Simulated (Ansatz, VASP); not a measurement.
Two plane-wave programs on Hf2N

The input INCAR:

```
PREC = Accurate ; ENCUT = 520
EDIFF = 1E-7 ; ISMEAR = 0
SIGMA = 0.15 ; LREAL = F
LASPH = T ; NELM = 60
ALGO = Normal ; ISIF = 2
LWAVE = F ; LCHARG = F
NBANDS = 34
```

The input KPOINTS:

```
Automatic mesh
0
Gamma
  8 8 12
```

File POSCAR:

```
Hf2N
1.0
    5.4359841404      0.0000000000      0.0000000000
    0.0000000000      5.2521585898      0.0000000000
    0.0000000000      0.0000000000      3.2005839592
Hf N
4 2
Direct
    0.3230029221      0.2678039453      0.0000000000
    0.6769970779      0.7321960547      0.0000000000
    0.8230029221      0.2321960547      0.5000000000
    0.1769970779      0.7678039453      0.5000000000
    0.0000000000      0.0000000000      0.0000000000
    0.5000000000      0.5000000000      0.5000000000
```

Input for Ansatz:

```yaml
crystal:
  lattice:
    - [5.4359841404, 0.0, 0.0]
    - [0.0, 5.2521585898, 0.0]
    - [0.0, 0.0, 3.2005839592]
  atoms:
    - { symbol: Hf, position: [0.3230029221, 0.2678039453, 0.0] }
    - { symbol: Hf, position: [0.6769970779, 0.7321960547, 0.0] }
    - { symbol: Hf, position: [0.8230029221, 0.2321960547, 0.5] }
    - { symbol: Hf, position: [0.1769970779, 0.7678039453, 0.5] }
    - { symbol: "N", position: [0.0, 0.0, 0.0] }
    - { symbol: "N", position: [0.5, 0.5, 0.5] }
basis:
  ecutwfc: 520.0
kpoints:
  mp_grid: { grid: [8, 8, 12] }
hamiltonian:
  xc: lda
  pseudopotentials: { kind: paw, azcp: { folder: soft_1 } }
scf:
  occupations: { method: gaussian, width: 0.15 }
output:
  forces: true
  stress: true
  eigenvalues: true
  write_density: true
  write_potential: true
  elf: true
  volumetric_format: npy
```

Change from the starting cell: mode 4 frozen in at +0.205 Å, normal strain along x +0.0350.

Alike in both runs: task single point; functional LDA; k mesh 8 × 8 × 12; occupations gaussian, width 0.15 eV; no spin polarisation.

|  | VASP | Ansatz |
| --- | --- | --- |
| version | VASP 6.6.1 | Ansatz 0.2.0 |
| potentials or method | VASP PAW LDA potentials, release 64 (Hf_pv, N), cutoff 520 eV | scalar-relativistic, plane waves, PAW |
| valence electrons in the cell | 50 | 114 |

Ansatz gave:

* gap on the k mesh at the Fermi level (eV): none
* pressure (GPa): -7.7
* traceless stress, the component that is largest in VASP (GPa): -3.03
* rms of the force components (eV/Å): 0.103

Task: Estimate VASP's values.

Result: gap on the k mesh at the Fermi level (eV): none; pressure (GPa): -8.0; traceless stress, the component that is largest in VASP (GPa): -2.96; rms of the force components (eV/Å): 0.109.

Ansatz warns that its potentials were made for another functional, while VASP's fit it. LDA's correlation is that of Perdew and Zunger in VASP and of Perdew and Wang (1992) in Ansatz. Atom by atom the forces differ by 0.006 eV/Å (rms over components). A gap of «none» marks a metal or a gap that the smearing closes. VASP's potentials hold 50 valence electrons a cell and Ansatz's 114, so a difference there can come from the potentials and not from the codes.

Neither program's run includes spin-orbit coupling.
